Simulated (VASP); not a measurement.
# Y (P6_3/mmc) in VASP: further runs

The runs below take Y through single point, with LDA.

All numbers are computed with VASP 6.6.1; they aren't measurements. Logs are shortened: lines on timing, memory, paths and dates and some standing lists are left out, and cuts for length are marked.

## Step 1: The cell of the first run

Symmetry: P6_3/mmc, No. 194, hexagonal system. The conventional cell has a = 2.543 Å, b = 2.543 Å, c = 4.340 Å, α = 90.00°, β = 90.00°, γ = 120.00°. Within 3.4 Å of Y (site symmetry -6m2) lie 12 Y at 2.54 to 2.62 Å.

## Step 2: Single point, LDA

Contents of INCAR:

```
  PREC = Accurate
  ENCUT = 520
  EDIFF = 1E-7
  ISMEAR = -1
  SIGMA = 0.05
  LREAL = False
  LASPH = True
  NELM = 60
  ALGO = Normal
  ISIF = 2
  LWAVE = False
  LCHARG = True
  LELF = True
  LVHAR = True
  NBANDS = 18
```

Contents of KPOINTS:

```
Automatic mesh
0
Gamma
  17 17 9
```

Contents of POSCAR:

```
Y
1.0
    2.5431985147      0.0000000000      0.0000000000
   -1.2715992574      2.2024745206      0.0000000000
    0.0000000000      0.0000000000      4.3396787264
Y
2
Direct
    0.3333333333      0.6666666667      0.2500000000
    0.6666666667      0.3333333333      0.7500000000
```

Potentials or basis: VASP PAW LDA potentials, release 64 (Y_sv).

On the command line:

```console
cat potpaw_LDA.64/Y_sv/POTCAR > POTCAR
mpirun -np 1 vasp_std > vasp.out
```

OUTCAR:

```text
PREC = Accurate
   ENCUT = 520
   EDIFF = 1E-7
   ISMEAR = -1
   LREAL = False
   LASPH = True
   NELM = 60
   ISIF = 2

 ion  position               nearest neighbor table
   1  0.333  0.667  0.250-   2 2.62   2 2.62   2 2.62   2 2.62   2 2.62   2 2.62   2 3.65   2 3.65
                             2 3.65   2 3.65   2 3.65   2 3.65
   2  0.667  0.333  0.750-   1 2.62   1 2.62   1 2.62   1 2.62   1 2.62   1 2.62   1 3.65   1 3.65
                             1 3.65   1 3.65   1 3.65   1 3.65

  LATTYP: Found a hexagonal cell.
 ALAT       =     2.5431985147
 C/A-ratio  =     1.7063861517

  Lattice vectors:

 A1 = (   2.5431985147,   0.0000000000,   0.0000000000)
 A2 = (  -1.2715992574,   2.2024745206,   0.0000000000)
 A3 = (   0.0000000000,   0.0000000000,   4.3396787264)

Analysis of symmetry for initial positions (statically):
=====================================================================
 Subroutine PRICEL returns:
 Original cell was already a primitive cell.

 Routine SETGRP: Setting up the symmetry group for a
 hexagonal supercell.

 Subroutine GETGRP returns: Found 24 space group operations
 (whereof 12 operations were pure point group operations)
 out of a pool of 24 trial point group operations.

The static configuration has the point symmetry D_3d.
 The point group associated with its full space group is D_6h.

Analysis of symmetry for dynamics (positions and initial velocities):
=====================================================================
 Subroutine PRICEL returns:
 Original cell was already a primitive cell.

 Routine SETGRP: Setting up the symmetry group for a
 hexagonal supercell.

 Subroutine GETGRP returns: Found 24 space group operations
 (whereof 12 operations were pure point group operations)
 out of a pool of 24 trial point group operations.

The dynamic configuration has the point symmetry D_3d.
 The point group associated with its full space group is D_6h.

 Subroutine INISYM returns: Found 24 space group operations
 (whereof 12 operations are pure point group operations),
 and found     1 'primitive' translations

----------------------------------------------------------------------------------------

                                     Primitive cell

  volume of cell :      24.3080

  direct lattice vectors                    reciprocal lattice vectors
     2.543198515  0.000000000  0.000000000     0.393205640  0.227017382  0.000000000
    -1.271599257  2.202474521  0.000000000     0.000000000  0.454034764  0.000000000
     0.000000000  0.000000000  4.339678726     0.000000000  0.000000000  0.230431805

  length of vectors
     2.543198515  2.543198515  4.339678726     0.454034764  0.454034764  0.230431805

  position of ions in fractional coordinates (direct lattice)
     0.333333333  0.666666667  0.250000000
     0.666666667  0.333333333  0.750000000

  ion indices of the primitive-cell ions
   primitive index   ion index
                 1           1
                 2           2

----------------------------------------------------------------------------------------

 KPOINTS: Automatic mesh

Automatic generation of k-mesh.
 Grid dimensions read from file:
 generate k-points for:   17   17    9

 Generating k-lattice:

  Cartesian coordinates                     Fractional coordinates (reciprocal lattice)
     0.023129744  0.013353964  0.000000000     0.058823529  0.000000000  0.000000000
     0.000000000  0.026707927  0.000000000     0.000000000  0.058823529  0.000000000
     0.000000000  0.000000000  0.025603534     0.000000000  0.000000000  0.111111111

  Length of vectors
     0.026707927  0.026707927  0.025603534

  Shift w.r.t. Gamma in fractional coordinates (k-lattice)
     0.000000000  0.000000000  0.000000000

 Subroutine IBZKPT returns following result:
 ===========================================

 Found    165 irreducible k-points:

 Following reciprocal coordinates:
            Coordinates               Weight
  0.000000  0.000000  0.000000      1.000000
  0.058824  0.000000  0.000000      6.000000
  0.117647  0.000000  0.000000      6.000000
  0.176471  0.000000  0.000000      6.000000
  0.235294  0.000000  0.000000      6.000000
  0.294118  0.000000  0.000000      6.000000
[... 16 lines left out ...]
  0.411765  0.117647  0.000000     12.000000
  0.176471  0.176471  0.000000      6.000000
 [... further k-points ...]
   k-points           NKPTS =    165   k-points in BZ     NKDIM =    165   number of bands    NBANDS=     18
   number of dos      NEDOS =    301   number of ions     NIONS =      2
   total plane-waves  NPLWV =  12800
   dimension x,y,z NGX =    20 NGY =   20 NGZ =   32
   dimension x,y,z NGXF=    40 NGYF=   40 NGZF=   64
   ions per type =               2
   NGX,Y,Z   is equivalent  to a cutoff of  13.07, 13.07, 12.26 a.u.
   NGXF,Y,Z  is equivalent  to a cutoff of  26.15, 26.15, 24.52 a.u.
 SYSTEM =  unknown system
   PREC   = accura    normal or accurate (medium, high low for compatibility)
   ISTART =      0    job   : 0-new  1-cont  2-samecut
   ICHARG =      2    charge: 1-file 2-atom 10-const
   ISPIN  =      1    spin polarized calculation?
   LNONCOLLINEAR =      F non collinear calculations
   LSORBIT =      F    spin-orbit coupling
   LASPH  =      T    aspherical Exc in radial PAW
   ENCUT  =  520.0 eV  38.22 Ry    6.18 a.u.   4.73  4.73  8.07*2*pi/ulx,y,z
   NELM   =     60;   NELMIN=  2; NELMDL= -5     # of ELM steps
   EDIFF  = 0.1E-06   stopping-criterion for ELM
   LREAL  =      F    real-space projection
   EDIFFG = 0.1E-05   stopping-criterion for IOM
   NSW    =      0    number of steps for IOM
   IBRION =     -1    ionic relax: 0-MD 1-quasi-New 2-CG
   NFREE  =      0    steps in history (QN), initial steepest desc. (CG)
   ISIF   =      2    stress and relaxation
   ISYM   =      2    0-nonsym 1-usesym 2-fastsym
   POTIM  = 0.5000    time-step for ionic-motion
   TEBEG  =    0.0;   TEEND  =   0.0 temperature during run
   PSTRESS=    0.0 pullay stress
   NELECT =      22.0000    total number of electrons
   NUPDOWN=      -1.0000    fix difference up-down
   EMIN   =  10.00;   EMAX   =-10.00  energy-range for DOS
   EFERMI =   0.00;   METHOD = LEGACY
   ISMEAR =    -1;   SIGMA  =   0.05  broadening in eV -4-tet -1-fermi 0-gaus
   EFERMI_NEDOS =   21; number of points for ismear=-14 and -15
   IALGO  =     38    algorithm
   IMIX   =      4    mixing-type and parameters
     AMIX     =   0.40;   BMIX     =  1.00
     AMIX_MAG =   1.60;   BMIX_MAG =  1.00
  volume/ion in A,a.u.               =      12.15        82.02
  Fermi-wavevector in a.u.,A,eV,Ry     =   1.583554  2.992483 34.118548  2.507643
  Thomas-Fermi vector in A             =   2.683307
   LORBIT       =      0    0 simple, 1 ext, 2 COOP (PROOUT), +10 PAW based schemes
   GGA     = CA    functional components
   LHFCALC =     F    Hartree Fock is set to
   AEXX    =    0.0000 exact exchange contribution
   IVDW    =     0    specifies the selected vdW correction
   LEPSILON=     F    determine dielectric tensor
   LRPA    =     F    only Hartree local field effects (RPA)
 non-spin polarized calculation
  energy-cutoff  :      520.00
  volume of cell :       24.31
 maximum number of plane-waves:       669
 NGX is ok and might be reduce to    20
   NGX =  9   NGY =  9   NGZ = 17

 number of electron      21.9999999 magnetization

 Free energy of the ion-electron system (eV)
  ---------------------------------------------------
  ext. energy  EPLUGINS =         0.00000000
  ---------------------------------------------------
  free energy    TOTEN  =        -4.83827486 eV

  energy without entropy =       -4.82762449  energy(sigma->0) =       -4.83294968

 E-fermi :  10.0044     XC(G=0): -14.3541

 val. band max:       10.0001823551   @ k =   0.2941   0.2941   0.1111
 cond. band min:      10.0173068662   @ k =   0.2941   0.2353   0.3333
 fundamental gap:      0.0171245111
 Fermi energy:        10.0044353281

 k-point     1 :       0.0000    0.0000    0.0000
  band No.  band energies     occupation
      1     -33.8229      2.00000
      2     -31.8599      2.00000
      3     -16.3887      2.00000
      4      -9.4621      2.00000
      5      -9.4621      2.00000
      6      -9.2018      2.00000
[... 10 lines left out ...]
     17      15.8533      0.00000
     18      18.4641      0.00000

 k-point     2 :       0.0588    0.0000    0.0000
  band No.  band energies     occupation
      1     -33.7644      2.00000
      2     -31.8208      2.00000
      3     -16.3199      2.00000
      4      -9.7617      2.00000
      5      -9.5479      2.00000
      6      -9.2198      2.00000
[... 10 lines left out ...]
     17      15.5614      0.00000
     18      17.2702      0.00000

 k-point     3 :       0.1176    0.0000    0.0000
  band No.  band energies     occupation
      1     -33.5926      2.00000
      2     -31.7082      2.00000
      3     -16.1158      2.00000
      4     -10.5667      2.00000
      5      -9.7774      2.00000
      6      -9.6868      2.00000
[... 10 lines left out ...]
     17      14.8903      0.00000
     18      16.1231      0.00000

 k-point     4 :       0.1765    0.0000    0.0000
  band No.  band energies     occupation
      1     -33.3184      2.00000
      2     -31.5360      2.00000
      3     -15.7839      2.00000
      4     -11.6719      2.00000
      5     -10.6920      2.00000
      6     -10.0923      2.00000
[... 10 lines left out ...]
     17      15.2186      0.00000
     18      15.5455      0.00000

 k-point     5 :       0.2353    0.0000    0.0000
  band No.  band energies     occupation
      1     -32.9615      2.00000
      2     -31.3282      2.00000
      3     -15.3381      2.00000
      4     -12.8745      2.00000
      5     -11.8072      2.00000
      6     -10.4358      2.00000
[... 10 lines left out ...]
     17      15.9044      0.00000
     18      17.0234      0.00000

 k-point     6 :       0.2941    0.0000    0.0000
  band No.  band energies     occupation
      1     -32.5514      2.00000
      2     -31.1187      2.00000
      3     -14.8011      2.00000
      4     -14.0152      2.00000
      5     -12.8898      2.00000
      6     -10.7615      2.00000
[... 10 lines left out ...]
     17      18.1531      0.00000
     18      18.7813      0.00000

 k-point     7 :       0.3529    0.0000    0.0000
  band No.  band energies     occupation
      1     -32.1306      2.00000
      2     -30.9476      2.00000
      3     -14.9740      2.00000
      4     -14.2104      2.00000
      5     -13.8254      2.00000
      6     -11.0341      2.00000
[... 10 lines left out ...]
     17      20.6382      0.00000
     18      20.7144      0.00000

 k-point     8 :       0.4118    0.0000    0.0000
  band No.  band energies     occupation
      1     -31.7580      2.00000
      2     -30.8496      2.00000
      3     -15.6622      2.00000
      4     -14.5177      2.00000
      5     -13.6360      2.00000
      6     -11.2289      2.00000
[... 10 lines left out ...]
     17      21.9960      0.00000
     18      22.6258      0.00000
[... 229 lines left out ...]
     17      16.9614      0.00000
     18      18.8994      0.00000

 k-point    20 :       0.2353    0.1176    0.0000
  band No.  band energies     occupation
      1     -32.4208      2.00000
      2     -31.0558      2.00000
      3     -14.6245      2.00000
      4     -13.9386      2.00000
      5     -13.2062      2.00000
      6     -11.0886      2.00000
[... 10 lines left out ...]
     17      18.7113      0.00000
     18      21.1369      0.00000

 k-point    21 :       0.2941    0.1176    0.0000
  band No.  band energies     occupation
      1     -32.0156      2.00000
      2     -30.9016      2.00000
      3     -14.8283      2.00000
      4     -14.0432      2.00000
      5     -13.8998      2.00000
      6     -11.5434      2.00000
[... 10 lines left out ...]
     17      20.1334      0.00000
     18      21.5025      0.00000

 k-point    22 :       0.3529    0.1176    0.0000
  band No.  band energies     occupation
      1     -31.6559      2.00000
      2     -30.8184      2.00000
      3     -15.4784      2.00000
      4     -14.4242      2.00000
      5     -13.4732      2.00000
      6     -11.8645      2.00000
[... 10 lines left out ...]
     17      21.0896      0.00000
     18      21.5283      0.00000

 k-point    23 :       0.4118    0.1176    0.0000
  band No.  band energies     occupation
      1     -31.4229      2.00000
      2     -30.8053      2.00000
      3     -15.8208      2.00000
      4     -14.7085      2.00000
      5     -13.0598      2.00000
      6     -12.0288      2.00000
[... 10 lines left out ...]
     17      21.5396      0.00000
     18      21.7659      0.00000

 k-point    24 :       0.1765    0.1765    0.0000
  band No.  band energies     occupation
      1     -32.4597      2.00000
      2     -31.0716      2.00000
      3     -14.6783      2.00000
      4     -13.5140      2.00000
      5     -13.3393      2.00000
      6     -11.0469      2.00000
[... 10 lines left out ...]
     17      18.8001      0.00000
     18      21.0342      0.00000

 [... further k-points ...]

------------------------ aborting loop because EDIFF is reached ----------------------------------------

  FORCE on cell =-STRESS in cart. coord.  units (eV):
  Direction    XX          YY          ZZ          XY          YZ          ZX
  --------------------------------------------------------------------------------------
  -------------------------------------------------------------------------------------
  Total       24.5158713     24.5158713     24.4372530     -0.0000000     -0.0000000      0.0000000
  in kB     1615.8802804   1615.8802805   1610.6984272     -0.0000000     -0.0000000      0.0000000
  external PRESSURE =    1614.1529960 kB  Pullay stress =       0.0000000 kB

 VOLUME and BASIS-vectors are now :
 -----------------------------------------------------------------------------
  energy-cutoff  :      520.00
  volume of cell :       24.31
      direct lattice vectors                 reciprocal lattice vectors
     2.543198515  0.000000000  0.000000000     0.393205640  0.227017382  0.000000000
    -1.271599257  2.202474521  0.000000000     0.000000000  0.454034764  0.000000000
     0.000000000  0.000000000  4.339678726     0.000000000  0.000000000  0.230431805

 POSITION                                       TOTAL-FORCE (eV/Angst)
 -----------------------------------------------------------------------------------
     -0.00000      1.46832      1.08492         0.000000      0.000000      0.000000
      1.27160      0.73416      3.25476        -0.000000      0.000000      0.000000
 -----------------------------------------------------------------------------------
    total drift:                                0.000000     -0.000000      0.000000

  FREE ENERGIE OF THE ION-ELECTRON SYSTEM (eV)
  ---------------------------------------------------
  free  energy   TOTEN  =        -4.8382748596 eV

  energy  without entropy=       -4.8276244932  energy(sigma->0) =       -4.83294968
```

It took 27 s on 1 thread of Intel Xeon 6975P-C (Granite Rapids), shared host; peak memory 0.19 GiB.

What came out:

```
Free energy            : -4.8383 eV
Pressure               : 161.4 GPa
Band gap on the k mesh : zero (band 11 reaches 11.92 eV, above the bottom of band 12 at 7.58 eV)
```

Levels at points of the mesh, in eV from the Fermi level:
| k point | band 8 | band 9 | band 10 | band 11 | band 12 | band 13 | band 14 | band 15 |
| --- | --- | --- | --- | --- | --- | --- | --- | --- |
| (0.00, 0.00, 0.00) | -18.71 | -3.21 | -2.50 | 0.94 | 2.00 | 2.00 | 3.47 | 3.47 |

[end of part 1 of 2]
